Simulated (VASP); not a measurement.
# W8C8F in VASP: single point with PBE

Aim: the single point of W8C8F with PBE.

All numbers are computed with VASP 6.6.1; they aren't measurements. Logs are shortened: lines on timing, memory, paths and dates and some standing lists are left out, and cuts for length are marked.

## (1) The cell of the first run

The cell holds a slab with vacuum, 17 atoms: a = 5.678 Å, b = 5.678 Å, c = 15.183 Å, α = 90.00°, β = 90.00°, γ = 120.00°.

## (2) Single point, PBE

Contents of INCAR:

```
SYSTEM = W8C8F
PREC = Accurate ; ENCUT = 520
EDIFF = 1E-6 ; ISMEAR = 0
SIGMA = 0.1 ; LREAL = Auto
LASPH = .True. ; NELM = 80
ALGO = Normal ; ISIF = 2
LWAVE = .False. ; LCHARG = .False.
GGA = PE ; NBANDS = 90
```

Contents of KPOINTS:

```
Automatic mesh
0
Gamma
  4 4 1
  0 0 0
```

Contents of POSCAR:

```
W8C8F
1.0
    5.6779000000      0.0000000000      0.0000000000
   -2.8389500000      4.9172060000      0.0000000000
    0.0000000000      0.0000000000     15.1826300000
W C F
8 8 1
Direct
    0.0000000000      0.0000000000      0.0658646756
    0.0006533054     -0.0036903071      0.2567339124
    0.0000000000      0.5000000000      0.0658646756
   -0.0007168177      0.4937832582      0.2567115842
    0.5000000000      0.0000000000      0.0658646756
    0.5000528617     -0.0067802732      0.2595185419
    0.5000000000      0.5000000000      0.0658646756
    0.5040172675      0.4934576668      0.2532764086
    0.3334639078      0.1631345118      0.1539652221
    0.3355364355      0.1644112531      0.3324034110
    0.3340253972      0.6655167589      0.1557067517
    0.3294110182      0.6331319046      0.3430044070
    0.8315191374      0.1645353072      0.1550870962
    0.8331248425      0.1631774223      0.3340423234
    0.8358791391      0.6670255426      0.1531207044
    0.8299249501      0.6574387976      0.3313224389
    0.3311338598      0.5406061898      0.4257112239
```

Potentials or basis: VASP PAW PBE potentials, release 64 (W_sv, C, F).

Command:

```console
> cat potpaw_PBE.64/W_sv/POTCAR potpaw_PBE.64/C/POTCAR potpaw_PBE.64/F/POTCAR > POTCAR
> mpirun -np 1 vasp_std > vasp.out
```

OUTCAR:

```text
SYSTEM = W8C8F
   PREC = Accurate
   ENCUT = 520
   EDIFF = 1E-6
   ISMEAR = 0
   LREAL = Auto
   LASPH = .True.
   NELM = 80
   ISIF = 2
   GGA = PE

 ion  position               nearest neighbor table
   1  0.000  0.000  0.066-  15 2.11   9 2.12  13 2.13   5 2.84   5 2.84   3 2.84   3 2.84   7 2.84
                             7 2.84   2 2.90
   2  0.001  0.996  0.257-  10 2.01  16 2.01  14 2.02  15 2.26   9 2.26  13 2.27   4 2.83   6 2.83
                             8 2.84   8 2.84   6 2.84   4 2.85   1 2.90
   3  0.000  0.500  0.066-  15 2.10  13 2.13  11 2.14   7 2.84   7 2.84   5 2.84   1 2.84   1 2.84
                             5 2.84   4 2.90
   4  0.999  0.494  0.257-  16 1.99  14 2.01  12 2.09  13 2.24  11 2.25  15 2.28   8 2.81   2 2.83
                             6 2.84   6 2.84   2 2.85   8 2.87   3 2.90
   5  0.500  0.000  0.066-   9 2.10  13 2.12  11 2.14   1 2.84   1 2.84   3 2.84   7 2.84   7 2.84
                             3 2.84   6 2.94
   6  0.500  0.993  0.260-  10 1.99  14 1.99  12 2.18  11 2.25  13 2.27   9 2.30   8 2.83   2 2.83
                             4 2.84   4 2.84   2 2.84   8 2.85   5 2.94
   7  0.500  0.500  0.066-  15 2.12  11 2.13   9 2.13   3 2.84   3 2.84   1 2.84   5 2.84   5 2.84
                             1 2.84   8 2.85
   8  0.504  0.493  0.253-  16 1.99  10 2.02  12 2.06   9 2.22  15 2.23  11 2.24   4 2.81   6 2.83
                             2 2.84   2 2.84   7 2.85   6 2.85   4 2.87
   9  0.333  0.163  0.154-   5 2.10   1 2.12   7 2.13   8 2.22   2 2.26   6 2.30
  10  0.336  0.164  0.332-   6 1.99   2 2.01   8 2.02
  11  0.334  0.666  0.156-   7 2.13   3 2.14   5 2.14   8 2.24   4 2.25   6 2.25
  12  0.329  0.633  0.343-  17 1.36   8 2.06   4 2.09   6 2.18
  13  0.832  0.165  0.155-   5 2.12   1 2.13   3 2.13   4 2.24   2 2.27   6 2.27
  14  0.833  0.163  0.334-   6 1.99   4 2.01   2 2.02
  15  0.836  0.667  0.153-   3 2.10   1 2.11   7 2.12   8 2.23   2 2.26   4 2.28
  16  0.830  0.657  0.331-   4 1.99   8 1.99   2 2.01
  17  0.331  0.541  0.426-  12 1.36

  LATTYP: Found a hexagonal cell.
 ALAT       =     5.6779000000
 C/A-ratio  =     2.6739868613

  Lattice vectors:

 A1 = (   5.6779000000,   0.0000000000,   0.0000000000)
 A2 = (  -2.8389500000,   4.9172060000,   0.0000000000)
 A3 = (   0.0000000000,   0.0000000000,  15.1826300000)

Analysis of symmetry for initial positions (statically):
=====================================================================
 Subroutine PRICEL returns:
 Original cell was already a primitive cell.

 Routine SETGRP: Setting up the symmetry group for a
 hexagonal supercell.

 Subroutine GETGRP returns: Found  1 space group operations
 (whereof  1 operations were pure point group operations)
[... 139 lines left out ...]
   POTIM  = 0.5000    time-step for ionic-motion
   TEBEG  =    0.0;   TEEND  =   0.0 temperature during run
   PSTRESS=    0.0 pullay stress
   NELECT =     151.0000    total number of electrons
   NUPDOWN=      -1.0000    fix difference up-down
   EMIN   =  10.00;   EMAX   =-10.00  energy-range for DOS
   EFERMI =   0.00;   METHOD = LEGACY
   ISMEAR =     0;   SIGMA  =   0.10  broadening in eV -4-tet -1-fermi 0-gaus
   EFERMI_NEDOS =   21; number of points for ismear=-14 and -15
   IALGO  =     38    algorithm
   IMIX   =      4    mixing-type and parameters
     AMIX     =   0.40;   BMIX     =  1.00
     AMIX_MAG =   1.60;   BMIX_MAG =  1.00
  volume/ion in A,a.u.               =      24.93       168.27
  Fermi-wavevector in a.u.,A,eV,Ry     =   1.160511  2.193049 18.324147  1.346787
  Thomas-Fermi vector in A             =   2.297093
   LORBIT       =      0    0 simple, 1 ext, 2 COOP (PROOUT), +10 PAW based schemes
   GGA     = PE    functional components
   LHFCALC =     F    Hartree Fock is set to
   AEXX    =    0.0000 exact exchange contribution
   IVDW    =     0    specifies the selected vdW correction
   LEPSILON=     F    determine dielectric tensor
   LRPA    =     F    only Hartree local field effects (RPA)
 non-spin polarized calculation
 Gauss-broadening in eV      SIGMA  =   0.10
  energy-cutoff  :      520.00
  volume of cell :      423.89
 maximum number of plane-waves:     11469
   NGX = 21   NGY = 21   NGZ = 57

 number of electron     151.0000007 magnetization

 Free energy of the ion-electron system (eV)
  ---------------------------------------------------
  ext. energy  EPLUGINS =         0.00000000
  ---------------------------------------------------
  free energy    TOTEN  =      -166.14629503 eV

  energy without entropy =     -166.09964582  energy(sigma->0) =     -166.12297042

 E-fermi :   1.0393     XC(G=0):  -6.8154

 val. band max:        1.0219008238   @ k =   0.0000   0.2500   0.0000
 cond. band min:       1.0446924963   @ k =  -0.2500   0.2500   0.0000
 fundamental gap:      0.0227916725
 Fermi energy:         1.0392778003

 k-point     1 :       0.0000    0.0000    0.0000
  band No.  band energies     occupation
      1     -72.7277      2.00000
      2     -72.6689      2.00000
      3     -72.6604      2.00000
      4     -72.6462      2.00000
      5     -72.6396      2.00000
      6     -72.6158      2.00000
[... 889 lines left out ...]
     86       3.6833      0.00000
     87       3.7859      0.00000
 [bands above 87 left out]

------------------------ aborting loop because EDIFF is reached ----------------------------------------

  FORCE on cell =-STRESS in cart. coord.  units (eV):
  Direction    XX          YY          ZZ          XY          YZ          ZX
  --------------------------------------------------------------------------------------
  -------------------------------------------------------------------------------------
  Total       25.9640364     23.5452853      1.3589085     -0.4042999      4.2941912     -2.6911811
  in kB       98.1362913     88.9941355      5.1362677     -1.5281328     16.2307584    -10.1718597
  external PRESSURE =      64.0888982 kB  Pullay stress =       0.0000000 kB

 VOLUME and BASIS-vectors are now :
 -----------------------------------------------------------------------------
  energy-cutoff  :      520.00
  volume of cell :      423.89
      direct lattice vectors                 reciprocal lattice vectors
     5.677900000  0.000000000  0.000000000     0.176121453  0.101683761  0.000000000
    -2.838950000  4.917206000  0.000000000     0.000000000  0.203367522  0.000000000
     0.000000000  0.000000000 15.182630000     0.000000000  0.000000000  0.065864741

 POSITION                                       TOTAL-FORCE (eV/Angst)
 -----------------------------------------------------------------------------------
      0.00000      0.00000      1.00000         0.009644      0.009755     -0.168695
     -2.82476      4.89906      3.89790         0.046780     -0.079725     -0.030150
     -1.41948      2.45860      1.00000         0.183755     -0.125187      0.029756
      4.27200      2.42803      3.89756         0.035517     -0.060995     -0.020754
      2.83895      0.00000      1.00000         0.117103     -0.213832      0.205972
      0.01955      4.88387      3.94017         0.052399     -0.125382     -0.092406
[... 9 lines left out ...]
      2.84579      3.23276      5.03035         0.083252     -0.091117      0.157240
      0.34539      2.65827      6.46342        -0.821406      1.368452      0.294065
 -----------------------------------------------------------------------------------
    total drift:                                0.007258     -0.023264      0.002318

  FREE ENERGIE OF THE ION-ELECTRON SYSTEM (eV)
  ---------------------------------------------------
  free  energy   TOTEN  =      -166.1462950330 eV

  energy  without entropy=     -166.0996458155  energy(sigma->0) =     -166.12297042
```

OSZICAR:

```text
N       E                     dE             d eps       ncg     rms          rms(c)
DAV:   1     0.186115434307E+04    0.18612E+04   -0.88563E+04  2112   0.163E+03
DAV:   2    -0.624701495235E+02   -0.19236E+04   -0.18855E+04  2052   0.500E+02
DAV:   3    -0.186237825238E+03   -0.12377E+03   -0.12034E+03  2224   0.124E+02
[... 21 lines left out ...]
DAV:  25    -0.166146269163E+03   -0.25146E-04   -0.15934E-06  1384   0.720E-03    0.178E-03
DAV:  26    -0.166146286626E+03   -0.17463E-04   -0.96719E-07  1352   0.346E-03    0.108E-03
DAV:  27    -0.166146292928E+03   -0.63018E-05   -0.44427E-07  1312   0.187E-03    0.549E-04
DAV:  28    -0.166146294514E+03   -0.15857E-05   -0.13857E-07  1216   0.107E-03    0.270E-04
DAV:  29    -0.166146295033E+03   -0.51936E-06   -0.85145E-08  1144   0.718E-04
   1 F= -.16614630E+03 E0= -.16612297E+03  d E =-.466492E-01
```

stdout:

```text
POSCAR found type information on POSCAR W C F
 POSCAR found :  3 types and      17 ions
 scaLAPACK will be used
 LDA part: xc-table for (Slater+PW92), standard interpolation
 POSCAR, INCAR and KPOINTS ok, starting setup
 FFT: planning ... GRIDC
 FFT: planning ... GRID_SOFT
 FFT: planning ... GRID
 WAVECAR not read
 entering main loop
```

Run time: 15 min. Hardware: 1 thread of Intel Xeon Platinum 8488C (Sapphire Rapids), shared host; peak memory 0.61 GiB.

What came out:

```
Free energy            : -166.1463 eV
Largest force          : 1.623 eV/Å
Band gap on the k mesh : zero (an odd number of electrons rules out a gap without spin polarisation)
```

Forces in eV/Å, atoms in the order of the input:
```
W    0.010  0.010 -0.169
W    0.047 -0.080 -0.030
W    0.184 -0.125  0.030
W    0.036 -0.061 -0.021
W    0.117 -0.214  0.206
W    0.052 -0.125 -0.092
W   -0.007 -0.076 -0.328
W    0.044 -0.121  0.016
C    0.004 -0.028 -0.030
C    0.232 -0.271 -0.085
C    0.022 -0.038  0.033
C   -0.004 -0.059 -0.060
C    0.013 -0.013 -0.015
C   -0.004 -0.067  0.070
C   -0.007 -0.010  0.024
C    0.083 -0.091  0.157
F   -0.821  1.368  0.294
```

Levels at points of the mesh, in eV from the Fermi level:
| k point | band 72 | band 73 | band 74 | band 75 | band 76 | band 77 | band 78 | band 79 | band 80 | band 81 |
| --- | --- | --- | --- | --- | --- | --- | --- | --- | --- | --- |
| (0.00, 0.00, 0.00) | -0.69 | 0.47 | 0.55 | 0.63 | 0.65 | 0.65 | 1.02 | 1.38 | 1.64 | 2.42 |
| (0.50, 0.00, 0.00) | -1.10 | -1.08 | -0.85 | -0.46 | -0.34 | 0.08 | 0.72 | 1.31 | 1.48 | 1.70 |
| (0.00, 0.50, 0.00) | -1.11 | -1.05 | -0.89 | -0.42 | -0.41 | -0.09 | 0.88 | 1.32 | 1.52 | 1.72 |
| (0.50, 0.50, 0.00) | -1.11 | -1.09 | -0.72 | -0.48 | -0.24 | -0.04 | 0.52 | 1.27 | 1.43 | 1.70 |

Caveat: spin-orbit coupling is left out, which moves the levels of the heavy elements; an odd number of electrons without spin polarisation forces a metal; a magnetic or distorted state may lie lower.
